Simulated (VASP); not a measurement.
# Mo (P6/mmm) in VASP: notebook

Runs on Mo. Level: PBEsol. Tasks: single point.

All numbers are computed with VASP 6.6.1; they aren't measurements. Logs are shortened: lines on timing, memory, paths and dates and some standing lists are left out, and cuts for length are marked.

## Step 1: The cell of the first run

It takes space group P6/mmm (No. 191, hexagonal). The conventional cell has a = 4.620 Å, b = 4.620 Å, c = 2.536 Å, α = 90.00°, β = 90.00°, γ = 120.00°. Within 3.3 Å of Mo (site symmetry 6/mmm) lie 14 Mo at 2.54 to 2.95 Å. Mo (site symmetry -6m2) has 11 Mo at 2.54 to 2.95 Å within 3.3 Å.

This isn't the form of Mo at room conditions, which is bcc.

## Step 2: Single point, PBEsol (15.63 Å³/atom)

INCAR reads:

```
SYSTEM = Mo
  PREC = Accurate
  ENCUT = 520
  EDIFF = 1E-6
  ISMEAR = -1
  SIGMA = 0.1
  LREAL = .False.
  LASPH = .True.
  NELM = 100
  ALGO = Normal
  ISIF = 2
  LWAVE = .False.
  LCHARG = .False.
  GGA = PS
  NBANDS = 28
```

KPOINTS reads:

```
Automatic mesh
0
Gamma
  9 9 14
  0 0 0
```

POSCAR reads:

```
Mo
1.0
    4.6204402938      0.0000000000      0.0000000000
   -2.3102201469      4.0014186711      0.0000000000
    0.0000000000      0.0000000000      2.5358507691
Mo
3
Direct
    0.0000000000      0.0000000000      0.0000000000
    0.3333333333      0.6666666667      0.5000000000
    0.6666666667      0.3333333333      0.5000000000
```

Potentials or basis: VASP PAW PBE potentials, release 64 (Mo_sv).

Started as:

```bash
$ cat potpaw_PBE.64/Mo_sv/POTCAR > POTCAR
$ mpirun -np 1 vasp_std > vasp.out
```

OUTCAR:

```text
SYSTEM = Mo
   PREC = Accurate
   ENCUT = 520
   EDIFF = 1E-6
   ISMEAR = -1
   LREAL = .False.
   LASPH = .True.
   NELM = 100
   ISIF = 2
   GGA = PS

 ion  position               nearest neighbor table
   1  0.000  0.000  0.000-   2 2.95   3 2.95   2 2.95   3 2.95   2 2.95   2 2.95   3 2.95   3 2.95
                             3 2.95   3 2.95   2 2.95   2 2.95
   2  0.333  0.667  0.500-   3 2.67   3 2.67   3 2.67   1 2.95   1 2.95   1 2.95   1 2.95   1 2.95
                             1 2.95
   3  0.667  0.333  0.500-   2 2.67   2 2.67   2 2.67   1 2.95   1 2.95   1 2.95   1 2.95   1 2.95
                             1 2.95

  LATTYP: Found a hexagonal cell.
 ALAT       =     4.6204402938
 C/A-ratio  =     0.5488331431

  Lattice vectors:

 A1 = (   4.6204402938,   0.0000000000,   0.0000000000)
 A2 = (  -2.3102201469,   4.0014186711,   0.0000000000)
 A3 = (   0.0000000000,   0.0000000000,   2.5358507691)

Analysis of symmetry for initial positions (statically):
=====================================================================
 Subroutine PRICEL returns:
 Original cell was already a primitive cell.

 Routine SETGRP: Setting up the symmetry group for a
 hexagonal supercell.

 Subroutine GETGRP returns: Found 24 space group operations
 (whereof 24 operations were pure point group operations)
 out of a pool of 24 trial point group operations.

The static configuration has the point symmetry D_6h.

Analysis of symmetry for dynamics (positions and initial velocities):
=====================================================================
 Subroutine PRICEL returns:
 Original cell was already a primitive cell.

 Routine SETGRP: Setting up the symmetry group for a
 hexagonal supercell.

 Subroutine GETGRP returns: Found 24 space group operations
 (whereof 24 operations were pure point group operations)
 out of a pool of 24 trial point group operations.

The dynamic configuration has the point symmetry D_6h.

 Subroutine INISYM returns: Found 24 space group operations
 (whereof 24 operations are pure point group operations),
 and found     1 'primitive' translations

----------------------------------------------------------------------------------------

                                     Primitive cell

  volume of cell :      46.8836

  direct lattice vectors                    reciprocal lattice vectors
     4.620440294  0.000000000  0.000000000     0.216429590  0.124955682  0.000000000
    -2.310220147  4.001418671  0.000000000     0.000000000  0.249911364  0.000000000
     0.000000000  0.000000000  2.535850769     0.000000000  0.000000000  0.394344972

  length of vectors
     4.620440294  4.620440294  2.535850769     0.249911364  0.249911364  0.394344972

  position of ions in fractional coordinates (direct lattice)
     0.000000000  0.000000000  0.000000000
     0.333333333  0.666666667  0.500000000
     0.666666667  0.333333333  0.500000000

  ion indices of the primitive-cell ions
   primitive index   ion index
                 1           1
                 2           2
                 3           3

----------------------------------------------------------------------------------------

 KPOINTS: Automatic mesh

Automatic generation of k-mesh.
 Grid dimensions read from file:
 generate k-points for:    9    9   14

 Generating k-lattice:

  Cartesian coordinates                     Fractional coordinates (reciprocal lattice)
     0.024047732  0.013883965  0.000000000     0.111111111  0.000000000  0.000000000
     0.000000000  0.027767929  0.000000000     0.000000000  0.111111111  0.000000000
     0.000000000  0.000000000  0.028167498     0.000000000  0.000000000  0.071428571

  Length of vectors
     0.027767929  0.027767929  0.028167498

  Shift w.r.t. Gamma in fractional coordinates (k-lattice)
     0.000000000  0.000000000  0.000000000

 Subroutine IBZKPT returns following result:
 ===========================================

 Found     96 irreducible k-points:

 Following reciprocal coordinates:
            Coordinates               Weight
  0.000000  0.000000  0.000000      1.000000
  0.111111  0.000000  0.000000      6.000000
  0.222222  0.000000  0.000000      6.000000
  0.333333  0.000000  0.000000      6.000000
  0.444444  0.000000  0.000000      6.000000
  0.111111  0.111111  0.000000      6.000000
[... 16 lines left out ...]
  0.333333  0.222222  0.071429     24.000000
  0.333333  0.333333  0.071429      4.000000
 [... further k-points ...]
   k-points           NKPTS =     96   k-points in BZ     NKDIM =     96   number of bands    NBANDS=     28
   number of dos      NEDOS =    301   number of ions     NIONS =      3
   total plane-waves  NPLWV =  25920
   dimension x,y,z NGX =    36 NGY =   36 NGZ =   20
   dimension x,y,z NGXF=    72 NGYF=   72 NGZF=   40
   ions per type =               3
   NGX,Y,Z   is equivalent  to a cutoff of  12.95, 12.95, 13.11 a.u.
   NGXF,Y,Z  is equivalent  to a cutoff of  25.91, 25.91, 26.22 a.u.
 SYSTEM =  Mo
   PREC   = accura    normal or accurate (medium, high low for compatibility)
   ISTART =      0    job   : 0-new  1-cont  2-samecut
   ICHARG =      2    charge: 1-file 2-atom 10-const
   ISPIN  =      1    spin polarized calculation?
   LNONCOLLINEAR =      F non collinear calculations
   LSORBIT =      F    spin-orbit coupling
   LASPH  =      T    aspherical Exc in radial PAW
   ENCUT  =  520.0 eV  38.22 Ry    6.18 a.u.   8.59  8.59  4.72*2*pi/ulx,y,z
   NELM   =    100;   NELMIN=  2; NELMDL= -5     # of ELM steps
   EDIFF  = 0.1E-05   stopping-criterion for ELM
   LREAL  =      F    real-space projection
   EDIFFG = 0.1E-04   stopping-criterion for IOM
   NSW    =      0    number of steps for IOM
   IBRION =     -1    ionic relax: 0-MD 1-quasi-New 2-CG
   NFREE  =      0    steps in history (QN), initial steepest desc. (CG)
   ISIF   =      2    stress and relaxation
   ISYM   =      2    0-nonsym 1-usesym 2-fastsym
   POTIM  = 0.5000    time-step for ionic-motion
   TEBEG  =    0.0;   TEEND  =   0.0 temperature during run
   PSTRESS=    0.0 pullay stress
   NELECT =      42.0000    total number of electrons
   NUPDOWN=      -1.0000    fix difference up-down
   EMIN   =  10.00;   EMAX   =-10.00  energy-range for DOS
   EFERMI =   0.00;   METHOD = LEGACY
   ISMEAR =    -1;   SIGMA  =   0.10  broadening in eV -4-tet -1-fermi 0-gaus
   EFERMI_NEDOS =   21; number of points for ismear=-14 and -15
   IALGO  =     38    algorithm
   IMIX   =      4    mixing-type and parameters
     AMIX     =   0.40;   BMIX     =  1.00
     AMIX_MAG =   1.60;   BMIX_MAG =  1.00
  volume/ion in A,a.u.               =      15.63       105.46
  Fermi-wavevector in a.u.,A,eV,Ry     =   1.578160  2.982289 33.886502  2.490588
  Thomas-Fermi vector in A             =   2.678733
   LORBIT       =      0    0 simple, 1 ext, 2 COOP (PROOUT), +10 PAW based schemes
   GGA     = PS    functional components
   LHFCALC =     F    Hartree Fock is set to
   AEXX    =    0.0000 exact exchange contribution
   IVDW    =     0    specifies the selected vdW correction
   LEPSILON=     F    determine dielectric tensor
   LRPA    =     F    only Hartree local field effects (RPA)
 non-spin polarized calculation
  energy-cutoff  :      520.00
  volume of cell :       46.88
 maximum number of plane-waves:      1282
 NGX is ok and might be reduce to    36
   NGX = 17   NGY = 17   NGZ =  9

 number of electron      42.0000002 magnetization

 Free energy of the ion-electron system (eV)
  ---------------------------------------------------
  ext. energy  EPLUGINS =         0.00000000
  ---------------------------------------------------
  free energy    TOTEN  =       -34.16243309 eV

  energy without entropy =      -34.03956858  energy(sigma->0) =      -34.10100084

 E-fermi :  12.2752     XC(G=0): -13.4993

 val. band max:       12.2745090383   @ k =   0.2222   0.1111   0.2857
 cond. band min:      12.2870854662   @ k =   0.1111   0.0000   0.4286
 fundamental gap:      0.0125764279
 Fermi energy:        12.2751529487

 k-point     1 :       0.0000    0.0000    0.0000
  band No.  band energies     occupation
      1     -48.6889      2.00000
      2     -48.4743      2.00000
      3     -48.3090      2.00000
      4     -22.9358      2.00000
      5     -22.9358      2.00000
      6     -22.8738      2.00000
[... 20 lines left out ...]
     27      16.6908      0.00000
     28      16.6908      0.00000

 k-point     2 :       0.1111    0.0000    0.0000
  band No.  band energies     occupation
      1     -48.6829      2.00000
      2     -48.4746      2.00000
      3     -48.3151      2.00000
      4     -23.0421      2.00000
      5     -23.0174      2.00000
      6     -22.7578      2.00000
[... 20 lines left out ...]
     27      16.4818      0.00000
     28      16.6571      0.00000

 k-point     3 :       0.2222    0.0000    0.0000
  band No.  band energies     occupation
      1     -48.6672      2.00000
      2     -48.4739      2.00000
      3     -48.3323      2.00000
      4     -23.1528      2.00000
      5     -23.0485      2.00000
      6     -22.6200      2.00000
[... 20 lines left out ...]
     27      15.9488      0.00000
     28      16.5541      0.00000

 k-point     4 :       0.3333    0.0000    0.0000
  band No.  band energies     occupation
      1     -48.6485      2.00000
      2     -48.4695      2.00000
      3     -48.3564      2.00000
      4     -23.2332      2.00000
      5     -22.9934      2.00000
      6     -22.5192      2.00000
[... 20 lines left out ...]
     27      15.5994      0.00000
     28      16.3780      0.00000

 k-point     5 :       0.4444    0.0000    0.0000
  band No.  band energies     occupation
      1     -48.6359      2.00000
      2     -48.4620      2.00000
      3     -48.3772      2.00000
      4     -23.2752      2.00000
      5     -22.8594      2.00000
      6     -22.6683      2.00000
[... 20 lines left out ...]
     27      15.7778      0.00000
     28      15.8853      0.00000

 k-point     6 :       0.1111    0.1111    0.0000
  band No.  band energies     occupation
      1     -48.6720      2.00000
      2     -48.4743      2.00000
      3     -48.3269      2.00000
      4     -23.1001      2.00000
      5     -23.0774      2.00000
      6     -22.6463      2.00000
[... 463 lines left out ...]
      5     -22.7993      2.00000
      6     -22.7893      2.00000
[... 20 lines left out ...]
     27      15.7878      0.00000
     28      15.9866      0.00000

 k-point    22 :       0.2222    0.2222    0.0714
  band No.  band energies     occupation
      1     -48.6283      2.00000
      2     -48.4501      2.00000
      3     -48.3598      2.00000
      4     -23.1242      2.00000
      5     -23.0637      2.00000
      6     -22.6056      2.00000
[... 20 lines left out ...]
     27      15.5952      0.00000
     28      16.0715      0.00000

 k-point    23 :       0.3333    0.2222    0.0714
  band No.  band energies     occupation
      1     -48.6200      2.00000
      2     -48.4345      2.00000
      3     -48.3841      2.00000
      4     -23.1282      2.00000
      5     -22.9570      2.00000
      6     -22.7787      2.00000
[... 20 lines left out ...]
     27      15.7124      0.00000
     28      15.9178      0.00000

 k-point    24 :       0.3333    0.3333    0.0714
  band No.  band energies     occupation
      1     -48.6177      2.00000
      2     -48.4106      2.00000
      3     -48.4106      2.00000
      4     -23.0301      2.00000
      5     -22.9361      2.00000
      6     -22.9361      2.00000
[... 20 lines left out ...]
     27      15.3954      0.00000
     28      15.9563      0.00000

 [... further k-points ...]

------------------------ aborting loop because EDIFF is reached ----------------------------------------

  FORCE on cell =-STRESS in cart. coord.  units (eV):
  Direction    XX          YY          ZZ          XY          YZ          ZX
  --------------------------------------------------------------------------------------
  -------------------------------------------------------------------------------------
  Total        0.2725344      0.2725344     -0.0053484      0.0000000     -0.0000000      0.0000000
  in kB        9.3134543      9.3134543     -0.1827738      0.0000000     -0.0000000      0.0000000
  external PRESSURE =       6.1480449 kB  Pullay stress =       0.0000000 kB

 VOLUME and BASIS-vectors are now :
 -----------------------------------------------------------------------------
  energy-cutoff  :      520.00
  volume of cell :       46.88
      direct lattice vectors                 reciprocal lattice vectors
     4.620440294  0.000000000  0.000000000     0.216429590  0.124955682  0.000000000
    -2.310220147  4.001418671  0.000000000     0.000000000  0.249911364  0.000000000
     0.000000000  0.000000000  2.535850769     0.000000000  0.000000000  0.394344972

 POSITION                                       TOTAL-FORCE (eV/Angst)
 -----------------------------------------------------------------------------------
      0.00000      0.00000      0.00000         0.000000      0.000000      0.000000
     -0.00000      2.66761      1.26793         0.000000      0.000000     -0.000000
      2.31022      1.33381      1.26793        -0.000000      0.000000      0.000000
 -----------------------------------------------------------------------------------
    total drift:                                0.000000      0.000000     -0.000000

  FREE ENERGIE OF THE ION-ELECTRON SYSTEM (eV)
  ---------------------------------------------------
  free  energy   TOTEN  =       -34.1624330901 eV

  energy  without entropy=      -34.0395685800  energy(sigma->0) =      -34.10100084
```

Wall time 1.8 min (1 thread of Intel Xeon 8259CL, shared host); peak memory 0.23 GiB.

What came out:

```yaml
Free_energy: -34.1624 eV
Pressure: 0.6 GPa
Band_gap_on_the_k_mesh: zero (bands 21 and 22 overlap by 1.47 eV)
```

Caveat: the PAW data sets were made with another functional, which shifts forces and pressure a little.

## Step 3: Single point, PBEsol (16.25 Å³/atom)

This run uses another cell than the first one, of 16.25 Å³/atom.

INCAR reads:

```
ALGO = Normal
EDIFF = 1E-7
ENCUT = 520
GGA = PS
ISIF = 2
ISMEAR = -1
LASPH = T
LCHARG = F
LREAL = F
LWAVE = F
NBANDS = 28
NELM = 60
PREC = Accurate
SIGMA = 0.1
```

KPOINTS reads:

```
k-points
0
Gamma
  9 9 14
```

POSCAR reads:

```
Mo
1.0
    4.6812425334      0.0000000000      0.0000000000
   -2.3406212667      4.0540749552      0.0000000000
    0.0000000000      0.0000000000      2.5692210534
Mo
3
Direct
    0.0000000000      0.0000000000      0.0000000000
    0.3333333333      0.6666666667      0.5000000000
    0.6666666667      0.3333333333      0.5000000000
```

Potentials or basis: VASP PAW PBE potentials, release 64 (Mo_sv).

Started as:

```bash
$ cat potpaw_PBE.64/Mo_sv/POTCAR > POTCAR
$ mpirun -np 1 vasp_std > vasp.out
```

It took 2.5 min on 1 thread of Intel Xeon 8259CL, shared host; peak memory 0.23 GiB.

The run converged. Its results:

```
Free energy            : -34.1138 eV
Pressure               : -8.8 GPa
Band gap on the k mesh : zero (bands 21 and 22 overlap by 1.33 eV)
```

Stress tensor (GPa, compression positive):
```
 -8.05   0.00   0.00
  0.00  -8.05   0.00
  0.00   0.00 -10.18
```

Levels at points of the mesh, in eV from the Fermi level:
```csv
k point,band 19,band 20,band 21,band 22,band 23,band 24
"(0.00, 0.00, 0.00)",-2.08,-2.08,-0.52,-0.52,1.72,1.72
"(0.00, 0.00, 0.50)",-1.15,-1.15,0.10,0.10,2.36,2.36
```

Caveat: the cell stands under tension; the PAW data sets were made with another functional, which shifts forces and pressure a little.

## Step 4: Single point, PBEsol (16.88 Å³/atom)

This run uses another cell than the first one, of 16.88 Å³/atom.

INCAR reads:

```
PREC     = Accurate       # precision mode
ENCUT    = 520            # plane-wave cutoff, eV
EDIFF    = 1E-6           # SCF threshold, eV
ISMEAR   = -1             # smearing method
SIGMA    = 0.1            # smearing width, eV
LREAL    = False          # projectors in reciprocal space
LASPH    = True           # aspherical terms in the spheres
NELM     = 60             # most SCF steps
ALGO     = Normal         # electronic algorithm
ISIF     = 2              # what is computed and relaxed
LWAVE    = False          # write WAVECAR
LCHARG   = False          # write CHGCAR
GGA      = PS             # functional
NBANDS   = 28             # bands
```

KPOINTS reads:

```
regular mesh
0
Gamma
  9 9 14
```

POSCAR reads:

```
Mo
1.0
    4.7405050593      0.0000000000      0.0000000000
   -2.3702525296      4.1053978081      0.0000000000
    0.0000000000      0.0000000000      2.6017462917
Mo
3
Direct
    0.0000000000      0.0000000000      0.0000000000
    0.3333333333      0.6666666667      0.5000000000
    0.6666666667      0.3333333333      0.5000000000
```

Started as:

```bash
$ cat potpaw_PBE.64/Mo_sv/POTCAR > POTCAR
$ mpirun -np 1 vasp_std > vasp.out
```

Run time: 1.8 min. Hardware: 1 thread of Intel Xeon 8259CL, shared host; peak memory 0.24 GiB.

It converged, with:

```
Free energy            : -33.9659 eV
Pressure               : -16.4 GPa
Band gap on the k mesh : zero (bands 21 and 22 overlap by 1.27 eV)
```

Stress tensor (GPa, compression positive):
```
-15.37   0.00   0.00
  0.00 -15.37   0.00
  0.00   0.00 -18.42
```

Levels at points of the mesh, in eV from the Fermi level:
```
           k point  band 19  band 20  band 21  band 22  band 23  band 24
(0.00, 0.00, 0.00)    -2.00    -2.00    -0.47    -0.47     1.65     1.65
(0.00, 0.00, 0.50)    -1.07    -1.07     0.09     0.09     2.24     2.24
```

Caveat: the cell stands under tension; the PAW data sets were made with another functional, which shifts forces and pressure a little.

## Step 5: Single point, PBEsol (17.50 Å³/atom)

This run uses another cell than the first one, of 17.50 Å³/atom.

INCAR reads:

```
SYSTEM = Mo
PREC     = Accurate       ! precision mode
ENCUT    = 520            ! plane-wave cutoff, eV
EDIFF    = 1E-7           ! SCF threshold, eV
ISMEAR   = -1             ! smearing method
SIGMA    = 0.1            ! smearing width, eV
LREAL    = .FALSE.        ! projectors in reciprocal space
LASPH    = .TRUE.         ! aspherical terms in the spheres
NELM     = 100            ! most SCF steps
ALGO     = Normal         ! electronic algorithm
ISIF     = 2              ! what is computed and relaxed
LWAVE    = .FALSE.        ! write WAVECAR
LCHARG   = .TRUE.         ! write CHGCAR
GGA      = PS             ! functional
LELF     = .TRUE.         ! ELF
LVHAR    = .TRUE.       
NBANDS   = 28             ! bands
```

KPOINTS reads:

```
regular mesh
0
G
  9 9 14
  0 0 0
```

POSCAR reads:

```
Mo
1.0
    4.7983217947      0.0000000000      0.0000000000
   -2.3991608973      4.1554685697      0.0000000000
    0.0000000000      0.0000000000      2.6334780324
Mo
3
Direct
    0.0000000000      0.0000000000      0.0000000000
    0.3333333333      0.6666666667      0.5000000000
    0.6666666667      0.3333333333      0.5000000000
```

Started as:

```bash
$ cat potpaw_PBE.64/Mo_sv/POTCAR > POTCAR
$ mpirun -np 1 vasp_std > vasp.out
```

Run time: 2 min. Hardware: 1 thread of Intel Xeon 8259CL, shared host; peak memory 0.24 GiB.

Results (log left out):

* Free energy: -33.7376 eV
* Pressure: -22.5 GPa
* Band gap on the k mesh: zero (bands 21 and 22 overlap by 1.21 eV)

Stress tensor (GPa, compression positive):
```
-21.28   0.00   0.00
  0.00 -21.28   0.00
  0.00   0.00 -25.08
```

Levels at points of the mesh, in eV from the Fermi level:
```tsv
k point	band 18	band 19	band 20	band 21	band 22	band 23	band 24	band 25
(0.00, 0.00, 0.00)	-2.00	-1.93	-1.93	-0.43	-0.43	1.58	1.58	1.66
(0.00, 0.00, 0.50)	-1.44	-1.00	-1.00	0.08	0.08	2.13	2.13	2.76
```

Caveat: the cell stands under tension; the PAW data sets were made with another functional, which shifts forces and pressure a little.

## Step 6: Overview

```csv
cell,gap on the mesh (eV),pressure (GPa)
"a = 4.620, b = 4.620, c = 2.536 Å, angles 90.0, 90.0, 120.0°, 3 atoms",none,0.6
"a = 4.681, b = 4.681, c = 2.569 Å, angles 90.0, 90.0, 120.0°, 3 atoms",none,-8.8
"a = 4.741, b = 4.741, c = 2.602 Å, angles 90.0, 90.0, 120.0°, 3 atoms",none,-16.4
"a = 4.798, b = 4.798, c = 2.633 Å, angles 90.0, 90.0, 120.0°, 3 atoms",none,-22.5
```

Alike in all rows: task single point; level PBEsol; potentials or basis VASP PAW PBE potentials, release 64 (Mo_sv); no spin polarisation; k mesh 9 × 9 × 14; cutoff (eV) 520; smearing fermi-dirac 0.1 eV.

Caveats: the PAW data sets were made with another functional, which shifts forces and pressure a little; the cell stands under tension (at least some runs).

Absolute energies hang on the potentials; compare differences alone.
